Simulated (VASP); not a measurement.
# MgS (Fm-3m) in VASP: further runs

Runs on MgS. Level: r2SCAN. Tasks: phonons.

Program: VASP 6.6.1. These are calculated values, not measurements. Logs are shortened: lines on timing, memory, paths and dates and some standing lists are left out, and cuts for length are marked.

### 1 The cell of the first run

The structure is cubic, space group Fm-3m (No. 225). The conventional cell has a = 5.124 Å, b = 5.124 Å, c = 5.124 Å, α = 90.00°, β = 90.00°, γ = 90.00°. Mg (site symmetry m-3m) has 6 S at 2.56 Å within 3.4 Å. S (site symmetry m-3m) has 6 Mg at 2.56 Å within 3.4 Å.

### 2 Phonons, r2SCAN

Contents of INCAR:

```
SYSTEM = MgS
  PREC = Accurate
  ENCUT = 520
  EDIFF = 1E-8
  ISMEAR = 0
  SIGMA = 0.01
  LREAL = .False.
  LASPH = .True.
  NELM = 100
  ALGO = Normal
  ISIF = 2
  LWAVE = .False.
  LCHARG = .False.
  METAGGA = R2SCAN
  LMIXTAU = .True.
  NBANDS = 11
  IBRION = 6
  NFREE = 2
  POTIM = 0.015
  NSW = 1
```

Contents of KPOINTS:

```
regular mesh
0
Gamma
  8 8 8
  0 0 0
```

Contents of POSCAR:

```
MgS
1.0
    2.5621183234      2.5621183234      0.0000000000
   -2.5621183234      2.5621183234      0.0000000000
    0.0000000000      2.5621183234      2.5621183234
Mg S
1 1
Direct
    0.0000000000      0.0000000000      0.0000000000
    0.5000000000      0.5000000000      0.0000000000
```

Potentials or basis: VASP PAW PBE potentials, release 64 (Mg, S).

The run is started by

```console
$ cat potpaw_PBE.64/Mg/POTCAR potpaw_PBE.64/S/POTCAR > POTCAR
$ mpirun -np 1 vasp_std > vasp.out
```

OUTCAR:

```text
SYSTEM = MgS
   PREC = Accurate
   ENCUT = 520
   EDIFF = 1E-8
   ISMEAR = 0
   LREAL = .False.
   LASPH = .True.
   NELM = 100
   ISIF = 2
   METAGGA = R2SCAN
   IBRION = 6
   NFREE = 2
   POTIM = 0.015
   NSW = 1

 ion  position               nearest neighbor table
   1  0.000  0.000  0.000-   2 2.56   2 2.56   2 2.56   2 2.56   2 2.56   2 2.56
   2  0.500  0.500  0.000-   1 2.56   1 2.56   1 2.56   1 2.56   1 2.56   1 2.56

  LATTYP: Found a face centered cubic cell.
 ALAT       =     5.1242366468

  Lattice vectors:

 A1 = (   0.0000000000,   2.5621183234,   2.5621183234)
 A2 = (   2.5621183234,   0.0000000000,   2.5621183234)
 A3 = (   2.5621183234,   2.5621183234,   0.0000000000)

Analysis of symmetry for initial positions (statically):
=====================================================================
 Subroutine PRICEL returns:
 Original cell was already a primitive cell.

 Routine SETGRP: Setting up the symmetry group for a
 face centered cubic supercell.

 Subroutine GETGRP returns: Found 48 space group operations
 (whereof 48 operations were pure point group operations)
 out of a pool of 48 trial point group operations.

The static configuration has the point symmetry O_h .

Analysis of symmetry for dynamics (positions and initial velocities):
=====================================================================
 Subroutine PRICEL returns:
 Original cell was already a primitive cell.

 Routine SETGRP: Setting up the symmetry group for a
 face centered cubic supercell.

 Subroutine GETGRP returns: Found 48 space group operations
 (whereof 48 operations were pure point group operations)
 out of a pool of 48 trial point group operations.

The dynamic configuration has the point symmetry O_h .

 Subroutine INISYM returns: Found 48 space group operations
 (whereof 48 operations are pure point group operations),
 and found     1 'primitive' translations

----------------------------------------------------------------------------------------

                                     Primitive cell

  volume of cell :      33.6378

  direct lattice vectors                    reciprocal lattice vectors
     2.562118323  2.562118323  0.000000000     0.195151018  0.195151018 -0.195151018
    -2.562118323  2.562118323  0.000000000    -0.195151018  0.195151018 -0.195151018
     0.000000000  2.562118323  2.562118323     0.000000000  0.000000000  0.390302037

  length of vectors
     3.623382481  3.623382481  3.623382481     0.338011479  0.338011479  0.390302037

  position of ions in fractional coordinates (direct lattice)
     0.000000000  0.000000000  0.000000000
     0.500000000  0.500000000  0.000000000

  ion indices of the primitive-cell ions
   primitive index   ion index
                 1           1
                 2           2

----------------------------------------------------------------------------------------

 KPOINTS: regular mesh

Automatic generation of k-mesh.
 Grid dimensions read from file:
 generate k-points for:    8    8    8

 Generating k-lattice:

  Cartesian coordinates                     Fractional coordinates (reciprocal lattice)
     0.024393877  0.024393877 -0.024393877     0.125000000  0.000000000  0.000000000
    -0.024393877  0.024393877 -0.024393877     0.000000000  0.125000000  0.000000000
     0.000000000  0.000000000  0.048787755     0.000000000  0.000000000  0.125000000

  Length of vectors
[... 61 lines left out ...]
   ISIF   =      2    stress and relaxation
   ISYM   =      2    0-nonsym 1-usesym 2-fastsym
   POTIM  = 0.0150    time-step for ionic-motion
   TEBEG  =    0.0;   TEEND  =   0.0 temperature during run
   PSTRESS=    0.0 pullay stress
   NELECT =       8.0000    total number of electrons
   NUPDOWN=      -1.0000    fix difference up-down
   EMIN   =  10.00;   EMAX   =-10.00  energy-range for DOS
   EFERMI =   0.00;   METHOD = LEGACY
   ISMEAR =     0;   SIGMA  =   0.01  broadening in eV -4-tet -1-fermi 0-gaus
   EFERMI_NEDOS =   21; number of points for ismear=-14 and -15
   IALGO  =     38    algorithm
   IMIX   =      4    mixing-type and parameters
     AMIX     =   0.40;   BMIX     =  1.00
     AMIX_MAG =   1.60;   BMIX_MAG =  1.00
  volume/ion in A,a.u.               =      16.82       113.50
  Fermi-wavevector in a.u.,A,eV,Ry     =   1.014290  1.916731 13.997470  1.028785
  Thomas-Fermi vector in A             =   2.147509
   LORBIT       =      0    0 simple, 1 ext, 2 COOP (PROOUT), +10 PAW based schemes
   METAGGA = R2SCAN    functional components
   LHFCALC =     F    Hartree Fock is set to
   AEXX    =    0.0000 exact exchange contribution
   IVDW    =     0    specifies the selected vdW correction
   LEPSILON=     F    determine dielectric tensor
   LRPA    =     F    only Hartree local field effects (RPA)
 finite differences with symmetry
 non-spin polarized calculation
 Gauss-broadening in eV      SIGMA  =   0.01
  energy-cutoff  :      520.00
  volume of cell :       33.64
 maximum number of plane-waves:       934
   NGX = 13   NGY = 13   NGZ = 13

--------------------------------------- Ionic step        1  -------------------------------------------

 number of electron       7.9999998 magnetization

 Free energy of the ion-electron system (eV)
  ---------------------------------------------------
  ext. energy  EPLUGINS =         0.00000000
  ---------------------------------------------------
  free energy    TOTEN  =       -15.49596062 eV

  energy without entropy =      -15.49596062  energy(sigma->0) =      -15.49596062

------------------------ aborting loop because EDIFF is reached ----------------------------------------

  FORCE on cell =-STRESS in cart. coord.  units (eV):
  Direction    XX          YY          ZZ          XY          YZ          ZX
  --------------------------------------------------------------------------------------
  -------------------------------------------------------------------------------------
  Total        0.7368022      0.7368022      0.7368022     -0.0000000     -0.0000000      0.0000000
  in kB       35.0940888     35.0940888     35.0940888     -0.0000000     -0.0000000      0.0000000
  external PRESSURE =      35.0940888 kB  Pullay stress =       0.0000000 kB
[... 131 lines left out ...]
--------------------------------------- Ionic step        5  -------------------------------------------

 number of electron       7.9999999 magnetization

 Free energy of the ion-electron system (eV)
  ---------------------------------------------------
  ext. energy  EPLUGINS =         0.00000000
  ---------------------------------------------------
  free energy    TOTEN  =       -15.49554654 eV

  energy without entropy =      -15.49554654  energy(sigma->0) =      -15.49554654

 E-fermi :   4.0205     XC(G=0): -10.2950

 val. band max:        3.9123638247   @ k =   0.0000   0.0000   0.0000
 cond. band min:       7.4442398114   @ k =   0.0000  -1.0000  -0.5000
 fundamental gap:      3.5318759866
 Fermi energy:         4.0205030761

 k-point     1 :       0.0000    0.0000    0.0000
  band No.  band energies     occupation
      1      -9.5481      2.00000
      2       3.9120      2.00000
      3       3.9124      2.00000
      4       3.9124      2.00000
      5       8.9256      0.00000
      6      12.4066      0.00000
      7      12.4066      0.00000
      8      12.4071      0.00000
      9      14.9047      0.00000
     10      14.9054      0.00000
     11      17.5813      0.00000
[... 309 lines left out ...]
 k-point    24 :       0.5000    0.2500    0.1250
  band No.  band energies     occupation
      1      -7.8716      2.00000
      2      -0.6702      2.00000
      3       1.6040      2.00000
      4       2.6507      2.00000
      5      10.2383      0.00000
      6      10.7831      0.00000
      7      13.1602      0.00000
      8      14.3627      0.00000
      9      17.2412      0.00000
     10      18.7400      0.00000
     11      20.6762      0.00000

 [... further k-points ...]

------------------------ aborting loop because EDIFF is reached ----------------------------------------

  FORCE on cell =-STRESS in cart. coord.  units (eV):
  Direction    XX          YY          ZZ          XY          YZ          ZX
  --------------------------------------------------------------------------------------
  -------------------------------------------------------------------------------------
  Total        0.7435183      0.7362292      0.7362292     -0.0000000     -0.0000000      0.0000000
  in kB       35.4139791     35.0667930     35.0667930     -0.0000000     -0.0000000      0.0000000
  external PRESSURE =      35.1825217 kB  Pullay stress =       0.0000000 kB
[... 17 lines left out ...]
  FREE ENERGIE OF THE ION-ELECTRON SYSTEM (eV)
  ---------------------------------------------------
  free  energy   TOTEN  =       -15.4955465394 eV

  energy  without entropy=      -15.4955465394  energy(sigma->0) =      -15.49554654

 INTERNAL STRAIN TENSORS FROM DISPLACED ATOMS
 ============================================

 INTERNAL STRAIN TENSOR FOR ION    1 for displacements in x,y,z  (eV/Angst):
          X           Y           Z          XY          YZ          ZX
  --------------------------------------------------------------------------------
  x     0.00000     0.00000     0.00000     0.00000     0.00000     0.00000
  y     0.00000     0.00000     0.00000     0.00000     0.00000     0.00000
  z     0.00000     0.00000     0.00000     0.00000     0.00000     0.00000

 INTERNAL STRAIN TENSOR FOR ION    2 for displacements in x,y,z  (eV/Angst):
          X           Y           Z          XY          YZ          ZX
  --------------------------------------------------------------------------------
  x     0.00000     0.00000     0.00000     0.00000     0.00000     0.00000
  y     0.00000     0.00000     0.00000     0.00000     0.00000     0.00000
  z     0.00000     0.00000     0.00000     0.00000     0.00000     0.00000

 Eigenvectors and eigenvalues of the dynamical matrix
 ----------------------------------------------------

   1 f  =    8.030123 THz    50.454749 2PiTHz  267.856064 cm-1    33.209904 meV
             X         Y         Z           dx          dy          dz
      0.000000  0.000000  0.000000     0.757840   -0.000000    0.000000
      0.000000  2.562118  0.000000    -0.652441    0.000000    0.000000
[... 21 lines left out ...]
   6 f/i=    0.044485 THz     0.279509 2PiTHz    1.483870 cm-1     0.183976 meV
             X         Y         Z           dx          dy          dz
      0.000000  0.000000  0.000000    -0.556744    0.340169    0.000000
      0.000000  2.562118  0.000000    -0.646684    0.395122    0.000000

 ELASTIC MODULI CONTR FROM IONIC RELAXATION (kBar)
 Direction    XX          YY          ZZ          XY          YZ          ZX
 --------------------------------------------------------------------------------
 XX           0.0000      0.0000      0.0000      0.0000      0.0000      0.0000
 YY           0.0000      0.0000      0.0000      0.0000      0.0000      0.0000
 ZZ           0.0000      0.0000      0.0000      0.0000      0.0000      0.0000
 XY           0.0000      0.0000      0.0000      0.0000      0.0000      0.0000
 YZ           0.0000      0.0000      0.0000      0.0000      0.0000      0.0000
 ZX           0.0000      0.0000      0.0000      0.0000      0.0000      0.0000
 --------------------------------------------------------------------------------
```

It took 5.4 min on 1 thread of Intel Xeon Platinum 8259CL at 2.50GHz (Skylake/Cascade Lake), shared host; peak memory 0.19 GiB.

Results:

| Property | Result |
| --- | --- |
| Highest phonon frequency at Γ, LO-TO splitting left out | 268 cm⁻¹ |

Phonon frequencies in cm⁻¹ (negative: imaginary):
```tsv
q point	frequencies
(0.000, 0.000, 0.000)	-1 -1 -1 268 268 268
```

Caveat: the cell stands under pressure or tension, which shifts response properties; the PAW data sets were made with another functional, which shifts forces and pressure a little.

### 3 Phonons, r2SCAN

This run uses another cell than the first one, of 17.19 Å³/atom.

Contents of INCAR:

```
PREC = Accurate ; ENCUT = 520
EDIFF = 1E-8 ; ISMEAR = 0
SIGMA = 0.01 ; LREAL = F
LASPH = T ; NELM = 100
ALGO = Normal ; ISIF = 2
LWAVE = F ; LCHARG = T
METAGGA = R2SCAN ; LMIXTAU = T
IBRION = 6 ; NFREE = 2
POTIM = 0.015 ; NSW = 1
```

Contents of KPOINTS:

```
regular mesh
0
Gamma
  8 8 8
```

Contents of POSCAR:

```
MgS
1.0
    2.5808600341      2.5808600341      0.0000000000
   -2.5808600341      2.5808600341      0.0000000000
    0.0000000000      2.5808600341      2.5808600341
Mg S
1 1
Direct
    0.0000000000      0.0000000000      0.0000000000
    0.5000000000      0.5000000000      0.0000000000
```

Potentials or basis: VASP PAW PBE potentials, release 64 (Mg, S).

The run is started by

```console
$ cat potpaw_PBE.64/Mg/POTCAR potpaw_PBE.64/S/POTCAR > POTCAR
$ mpirun -np 1 vasp_std > vasp.out
```

OUTCAR:

```text
PREC = Accurate
   ENCUT = 520
   EDIFF = 1E-8
   ISMEAR = 0
   LREAL = F
   LASPH = T
   NELM = 100
   ISIF = 2
   METAGGA = R2SCAN
   IBRION = 6
   NFREE = 2
   POTIM = 0.015
   NSW = 1

 ion  position               nearest neighbor table
   1  0.000  0.000  0.000-   2 2.58   2 2.58   2 2.58   2 2.58   2 2.58   2 2.58
   2  0.500  0.500  0.000-   1 2.58   1 2.58   1 2.58   1 2.58   1 2.58   1 2.58

  LATTYP: Found a face centered cubic cell.
 ALAT       =     5.1617200682

  Lattice vectors:

 A1 = (   0.0000000000,   2.5808600341,   2.5808600341)
 A2 = (   2.5808600341,   0.0000000000,   2.5808600341)
 A3 = (   2.5808600341,   2.5808600341,   0.0000000000)

Analysis of symmetry for initial positions (statically):
=====================================================================
 Subroutine PRICEL returns:
 Original cell was already a primitive cell.

[... 603 lines left out ...]
  Total        0.3325134      0.3256770      0.3256770      0.0000000     -0.0000000      0.0000000
  in kB       15.4951693     15.1765923     15.1765923      0.0000000     -0.0000000      0.0000000
  external PRESSURE =      15.2827846 kB  Pullay stress =       0.0000000 kB
[... 17 lines left out ...]
  FREE ENERGIE OF THE ION-ELECTRON SYSTEM (eV)
  ---------------------------------------------------
  free  energy   TOTEN  =       -15.5073497228 eV

  energy  without entropy=      -15.5073497228  energy(sigma->0) =      -15.50734972

 INTERNAL STRAIN TENSORS FROM DISPLACED ATOMS
 ============================================

 INTERNAL STRAIN TENSOR FOR ION    1 for displacements in x,y,z  (eV/Angst):
          X           Y           Z          XY          YZ          ZX
  --------------------------------------------------------------------------------
  x     0.00000     0.00000     0.00000     0.00000     0.00000     0.00000
  y     0.00000     0.00000     0.00000     0.00000     0.00000     0.00000
  z     0.00000     0.00000     0.00000     0.00000     0.00000     0.00000

 INTERNAL STRAIN TENSOR FOR ION    2 for displacements in x,y,z  (eV/Angst):
          X           Y           Z          XY          YZ          ZX
  --------------------------------------------------------------------------------
  x     0.00000     0.00000     0.00000     0.00000     0.00000     0.00000
  y     0.00000     0.00000     0.00000     0.00000     0.00000     0.00000
  z     0.00000     0.00000     0.00000     0.00000     0.00000     0.00000

 Eigenvectors and eigenvalues of the dynamical matrix
 ----------------------------------------------------

   1 f  =    7.566355 THz    47.540811 2PiTHz  252.386438 cm-1    31.291916 meV
             X         Y         Z           dx          dy          dz
      0.000000  0.000000  0.000000    -0.757025   -0.000000   -0.000000
      0.000000  2.580860  0.000000     0.653386    0.000000    0.000000
[... 21 lines left out ...]
   6 f/i=    0.032473 THz     0.204035 2PiTHz    1.083186 cm-1     0.134298 meV
             X         Y         Z           dx          dy          dz
      0.000000  0.000000  0.000000    -0.000000   -0.483942   -0.438991
      0.000000  2.580860  0.000000     0.000000   -0.560705   -0.508623

 ELASTIC MODULI CONTR FROM IONIC RELAXATION (kBar)
 Direction    XX          YY          ZZ          XY          YZ          ZX
 --------------------------------------------------------------------------------
 XX           0.0000      0.0000      0.0000      0.0000      0.0000      0.0000
 YY           0.0000      0.0000      0.0000      0.0000      0.0000      0.0000
 ZZ           0.0000      0.0000      0.0000      0.0000      0.0000      0.0000
 XY           0.0000      0.0000      0.0000      0.0000      0.0000      0.0000
 YZ           0.0000      0.0000      0.0000      0.0000      0.0000      0.0000
 ZX           0.0000      0.0000      0.0000      0.0000      0.0000      0.0000
 --------------------------------------------------------------------------------
```

OSZICAR:

```text
N       E                     dE             d eps       ncg     rms          rms(c)
DAV:   1     0.162897985378E+02    0.16290E+02   -0.37202E+03   480   0.827E+02
DAV:   2    -0.159312599600E+02   -0.32221E+02   -0.30596E+02   624   0.113E+02
DAV:   3    -0.170773435713E+02   -0.11461E+01   -0.11461E+01   568   0.279E+01
[... 79 lines left out ...]
DAV:  13    -0.155073497519E+02   -0.13377E-06   -0.18190E-08   992   0.133E-03    0.336E-04
DAV:  14    -0.155073497193E+02    0.32662E-07   -0.54189E-10   544   0.353E-04    0.380E-04
DAV:  15    -0.155073497378E+02   -0.18498E-07   -0.15720E-10   576   0.179E-04    0.905E-05
DAV:  16    -0.155073497190E+02    0.18745E-07   -0.89936E-11   560   0.133E-04    0.270E-05
DAV:  17    -0.155073497228E+02   -0.37826E-08   -0.70140E-12   544   0.310E-05
   5 F= -.15507350E+02 E0= -.15507350E+02  d E =-.337230E-12
```

Wall time 5 min (1 thread of Intel Xeon Platinum 8259CL at 2.50GHz (Skylake/Cascade Lake), shared host); peak memory 0.19 GiB.

What came out:

```
Highest phonon frequency at Γ, LO-TO splitting left out : 252 cm⁻¹
```

Phonon frequencies in cm⁻¹ (negative: imaginary):
```
              q point           frequencies
(0.000, 0.000, 0.000)  -1 -1 -1 252 252 252
```

Caveat: the cell stands under pressure or tension, which shifts response properties; the PAW data sets were made with another functional, which shifts forces and pressure a little.

(Part 1 of 2 ends here.)
